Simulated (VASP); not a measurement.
# Zn16TeS15 (a cell with a defect) (Wurtzite-4H) in VASP: electric field gradients with PBE

Aim: the electric field gradients of Zn16TeS15 (a cell with a defect) (Wurtzite-4H) with PBE.

Everything below comes from runs of VASP 6.6.1. Logs are shortened: lines on timing, memory, paths and dates and some standing lists are left out, and cuts for length are marked.

## 1. The cell of the first run

The cell holds a defect, 32 atoms: a = 7.645 Å, b = 7.645 Å, c = 12.520 Å, α = 90.00°, β = 90.00°, γ = 120.00°.

## 2. Electric field gradients, PBE

INCAR reads:

```
  PREC = Accurate
  ENCUT = 520
  EDIFF = 1E-8
  ISMEAR = -1
  SIGMA = 0.01
  LREAL = Auto
  LASPH = T
  NELM = 100
  ALGO = Normal
  ISIF = 2
  LWAVE = F
  LCHARG = F
  GGA = PE
  LEFG = T
  NBANDS = 166
```

KPOINTS reads:

```
Automatic mesh
0
Gamma
  3 3 2
```

POSCAR reads:

```
Zn16TeS15
1.0
    7.6454000000      0.0000000000      0.0000000000
   -3.8227000000      6.6211106220      0.0000000000
    0.0000000000      0.0000000000     12.5200000000
Zn S Te
16 15 1
Direct
    0.0000000000      0.0000000000      0.0000000000
    0.0000000000      0.5000000000      0.0000000000
    0.5000000000      0.0000000000      0.0000000000
    0.5000000000      0.5000000000      0.0000000000
    0.0000000000      0.0000000000      0.5000000000
    0.0000000000      0.5000000000      0.5000000000
    0.5000000000      0.0000000000      0.5000000000
    0.5000000000      0.5000000000      0.5000000000
    0.1666666666      0.3333333334      0.2500000000
    0.1666666666      0.8333333334      0.2500000000
    0.6666666666      0.3333333334      0.2500000000
    0.6666666666      0.8333333334      0.2500000000
    0.3333333334      0.1666666666      0.7500000000
    0.3333333334      0.6666666666      0.7500000000
    0.8333333334      0.1666666666      0.7500000000
    0.8333333334      0.6666666666      0.7500000000
    0.0000000000      0.0000000000      0.1875000000
    0.0000000000      0.5000000000      0.1875000000
    0.5000000000      0.0000000000      0.1875000000
    0.5000000000      0.5000000000      0.1875000000
    0.0000000000      0.0000000000      0.6875000000
    0.0000000000      0.5000000000      0.6875000000
    0.5000000000      0.0000000000      0.6875000000
    0.5000000000      0.5000000000      0.6875000000
    0.1666666666      0.8333333334      0.4375000000
    0.6666666666      0.3333333334      0.4375000000
    0.6666666666      0.8333333334      0.4375000000
    0.3333333334      0.1666666666      0.9375000000
    0.3333333334      0.6666666666      0.9375000000
    0.8333333334      0.1666666666      0.9375000000
    0.8333333334      0.6666666666      0.9375000000
    0.1666666666      0.3333333334      0.4375000000
```

Potentials or basis: VASP PAW PBE potentials, release 64 (Zn, S, Te).

On the command line:

```bash
> cat potpaw_PBE.64/Zn/POTCAR potpaw_PBE.64/S/POTCAR potpaw_PBE.64/Te/POTCAR > POTCAR
> mpirun -np 1 vasp_std > vasp.out
```

OUTCAR:

```text
PREC = Accurate
   ENCUT = 520
   EDIFF = 1E-8
   ISMEAR = -1
   LREAL = Auto
   LASPH = T
   NELM = 100
   ISIF = 2
   GGA = PE

 ion  position               nearest neighbor table
   1  0.000  0.000  0.000-  30 2.34  31 2.34  28 2.34  17 2.35
   2  0.000  0.500  0.000-  31 2.34  30 2.34  29 2.34  18 2.35
   3  0.500  0.000  0.000-  28 2.34  29 2.34  30 2.34  19 2.35
   4  0.500  0.500  0.000-  29 2.34  28 2.34  31 2.34  20 2.35
   5  0.000  0.000  0.500-  25 2.34  32 2.34  27 2.34  21 2.35
   6  0.000  0.500  0.500-  32 2.34  25 2.34  26 2.34  22 2.35
[... 24 lines left out ...]
  31  0.833  0.667  0.938-   2 2.34   1 2.34   4 2.34  16 2.35
  32  0.167  0.333  0.438-   6 2.34   5 2.34   8 2.34   9 2.35

  LATTYP: Found a hexagonal cell.
 ALAT       =     7.6454000000
 C/A-ratio  =     1.6375859994

  Lattice vectors:

 A1 = (   7.6454000000,   0.0000000000,   0.0000000000)
 A2 = (  -3.8227000000,   6.6211106220,   0.0000000000)
 A3 = (   0.0000000000,   0.0000000000,  12.5200000000)

Analysis of symmetry for initial positions (statically):
=====================================================================
 Subroutine PRICEL returns:
 Original cell was already a primitive cell.

 Routine SETGRP: Setting up the symmetry group for a
 hexagonal supercell.

 Subroutine GETGRP returns: Found  6 space group operations
 (whereof  2 operations were pure point group operations)
 out of a pool of 24 trial point group operations.

The static configuration has the point symmetry C_1h.
 The point group associated with its full space group is C_3v.

Analysis of symmetry for dynamics (positions and initial velocities):
=====================================================================
 Subroutine PRICEL returns:
 Original cell was already a primitive cell.

 Routine SETGRP: Setting up the symmetry group for a
 hexagonal supercell.

 Subroutine GETGRP returns: Found  6 space group operations
 (whereof  2 operations were pure point group operations)
 out of a pool of 24 trial point group operations.

[... 1149 lines left out ...]
    156       7.4959      0.00000
 [bands above 156 left out]

------------------------ aborting loop because EDIFF is reached ----------------------------------------

  FORCE on cell =-STRESS in cart. coord.  units (eV):
  Direction    XX          YY          ZZ          XY          YZ          ZX
  --------------------------------------------------------------------------------------
  -------------------------------------------------------------------------------------
  Total       16.2301357     16.2301357     15.4902509      0.0000000      0.0000000     -0.0000000
  in kB       41.0296063     41.0296063     39.1591856      0.0000000      0.0000000     -0.0000000
  external PRESSURE =      40.4061327 kB  Pullay stress =       0.0000000 kB

 VOLUME and BASIS-vectors are now :
 -----------------------------------------------------------------------------
  energy-cutoff  :      520.00
  volume of cell :      633.78
      direct lattice vectors                 reciprocal lattice vectors
     7.645400000  0.000000000  0.000000000     0.130797604  0.075516032  0.000000000
    -3.822700000  6.621110622  0.000000000     0.000000000  0.151032064  0.000000000
     0.000000000  0.000000000 12.520000000     0.000000000  0.000000000  0.079872204

 POSITION                                       TOTAL-FORCE (eV/Angst)
 -----------------------------------------------------------------------------------
      0.00000      0.00000      0.00000        -0.000000     -0.027504      0.027235
     -1.91135      3.31056      0.00000        -0.023819      0.013752      0.027235
      3.82270      0.00000      0.00000        -0.000000     -0.000000      0.012017
      1.91135      3.31056      0.00000         0.023819      0.013752      0.027235
      0.00000      0.00000      6.26000         0.000000     -2.259803      0.832102
     -1.91135      3.31056      6.26000        -1.957046      1.129901      0.832102
[... 24 lines left out ...]
      3.82270      4.41407     11.73750        -0.000000     -0.000000      0.009151
     -0.00000      2.20704      5.47750        -0.000000     -0.000000     -0.026948
 -----------------------------------------------------------------------------------
    total drift:                               -0.000002     -0.000002      0.007328

  FREE ENERGIE OF THE ION-ELECTRON SYSTEM (eV)
  ---------------------------------------------------
  free  energy   TOTEN  =      -106.2155943706 eV

  energy  without entropy=     -106.2155943706  energy(sigma->0) =     -106.21559437

 Electric field gradients (V/A^2)
---------------------------------------------------------------------
 ion       V_xx      V_yy      V_zz      V_xy      V_xz      V_yz
---------------------------------------------------------------------
   1      -0.427    -1.357     1.783    -0.002     0.000     0.155
   2      -1.123    -0.661     1.783     0.400     0.134    -0.077
   3      -1.200    -1.202     2.401    -0.002     0.000    -0.000
   4      -1.123    -0.661     1.783    -0.403    -0.134    -0.077
   5      16.803   -31.705    14.901    -0.002    -0.000    17.098
   6     -19.576     4.675    14.901    21.002    14.807    -8.549
[... 24 lines left out ...]
  31      -0.505    -0.506     1.011    -0.000     0.000    -0.000
  32      -7.477    -7.476    14.953     0.000    -0.000     0.000
---------------------------------------------------------------------

 Electric field gradients after diagonalization (V/A^2)
 (convention: |V_zz| > |V_xx| > |V_yy|)
----------------------------------------------------------------------
 ion       V_xx      V_yy      V_zz     asymmetry (V_yy - V_xx)/ V_zz
----------------------------------------------------------------------
   1      -1.364    -0.427     1.791       0.523
   2      -1.361    -0.430     1.791       0.520
   3      -1.203    -1.199     2.401       0.002
   4      -1.364    -0.427     1.791       0.523
   5      20.501    16.803   -37.305       0.099
   6      20.502    16.801   -37.302       0.099
[... 24 lines left out ...]
  31      -0.506    -0.505     1.011       0.001
  32      -7.477    -7.476    14.953       0.000
----------------------------------------------------------------------

           NMR quadrupolar parameters

 Cq : quadrupolar parameter    Cq=e*Q*V_zz/h
 eta: asymmetry parameters     (V_yy - V_xx)/ V_zz
 Q  : nuclear electric quadrupole moment in mb (millibarn)
----------------------------------------------------------------------
 ion       Cq(MHz)       eta       Q (mb)
----------------------------------------------------------------------
   1       0.004       0.523       1.000
   2       0.004       0.520       1.000
   3       0.006       0.002       1.000
   4       0.004       0.523       1.000
   5      -0.090       0.099       1.000
   6      -0.090       0.099       1.000
[... 24 lines left out ...]
  31       0.002       0.001       1.000
  32       0.036       0.000       1.000
----------------------------------------------------------------------
```

Wall time 26 min (1 thread of Intel Xeon 6975P-C (Granite Rapids), shared host); peak memory 0.94 GiB.

Results:

```
Free energy            : -106.2156 eV
Pressure               : 4.0 GPa
Largest force          : 2.408 eV/Å
Band gap on the k mesh : 2.09 eV
```

Forces on the atoms (eV/Å):
```
Zn   0.000 -0.028  0.027
Zn  -0.024  0.014  0.027
Zn   0.000  0.000  0.012
Zn   0.024  0.014  0.027
Zn   0.000 -2.260  0.832
Zn  -1.957  1.130  0.832
Zn   0.000  0.000  0.040
Zn   1.957  1.130  0.832
Zn   0.000  0.000 -2.361
Zn  -0.008 -0.005 -0.002
Zn   0.000  0.010 -0.002
Zn   0.008 -0.005 -0.002
Zn   0.002 -0.001  0.019
Zn   0.000  0.002  0.019
Zn  -0.002 -0.001  0.019
Zn   0.000  0.000  0.048
S    0.000 -0.063 -0.191
S   -0.055  0.031 -0.191
S    0.000  0.000 -0.035
S    0.055  0.031 -0.191
S    0.000 -0.110  0.053
S   -0.095  0.055  0.053
S    0.000  0.000 -0.052
S    0.095  0.055  0.053
S   -0.038 -0.022  0.040
S    0.000  0.043  0.040
S    0.038 -0.022  0.040
S    0.000  0.000  0.010
S    0.000  0.000  0.010
S    0.000  0.000  0.010
S    0.000  0.000  0.009
Te   0.000  0.000 -0.027
```

Stress tensor (GPa, compression positive):
```
4.10 0.00 0.00
0.00 4.10 0.00
0.00 0.00 3.92
```

Electric field gradients, principal values (V/Å²):
| atom | least | middle | greatest (by size) |
| --- | --- | --- | --- |
| 1 Zn | -0.427 | -1.364 | 1.791 |
| 2 Zn | -0.430 | -1.361 | 1.791 |
| 3 Zn | -1.199 | -1.203 | 2.401 |
| 4 Zn | -0.427 | -1.364 | 1.791 |
| 5 Zn | 16.803 | 20.501 | -37.305 |
| 6 Zn | 16.801 | 20.502 | -37.302 |
| 7 Zn | -0.825 | -0.829 | 1.654 |
| 8 Zn | 16.803 | 20.501 | -37.305 |
| 9 Zn | 18.379 | 18.383 | -36.762 |
| 10 Zn | -0.180 | -0.331 | 0.511 |
| 11 Zn | -0.180 | -0.331 | 0.511 |
| 12 Zn | -0.177 | -0.334 | 0.511 |
| 13 Zn | 0.061 | 0.142 | -0.203 |
| 14 Zn | 0.064 | 0.142 | -0.206 |
| 15 Zn | 0.064 | 0.142 | -0.206 |
| 16 Zn | -0.163 | -0.167 | 0.331 |
| 17 S | 1.616 | 2.367 | -3.982 |
| 18 S | 1.615 | 2.367 | -3.982 |
| 19 S | -0.534 | -0.535 | 1.069 |
| 20 S | 1.616 | 2.367 | -3.982 |
| 21 S | 1.004 | 2.069 | -3.074 |
| 22 S | 1.004 | 2.070 | -3.073 |
| 23 S | -0.808 | -0.808 | 1.616 |
| 24 S | 1.004 | 2.069 | -3.074 |
| 25 S | 3.056 | 5.744 | -8.801 |
| 26 S | 3.056 | 5.744 | -8.801 |
| 27 S | 3.057 | 5.744 | -8.801 |
| 28 S | -0.993 | -1.571 | 2.564 |
| 29 S | -0.993 | -1.571 | 2.564 |
| 30 S | -0.993 | -1.571 | 2.564 |
| 31 S | -0.505 | -0.506 | 1.011 |
| 32 Te | -7.476 | -7.477 | 14.953 |

Caveat: without QUAD_EFG the Cq values of the log hold for a quadrupole moment of 1 mb, not for the nuclei; spin-orbit coupling is left out, which moves the levels of the heavy elements.
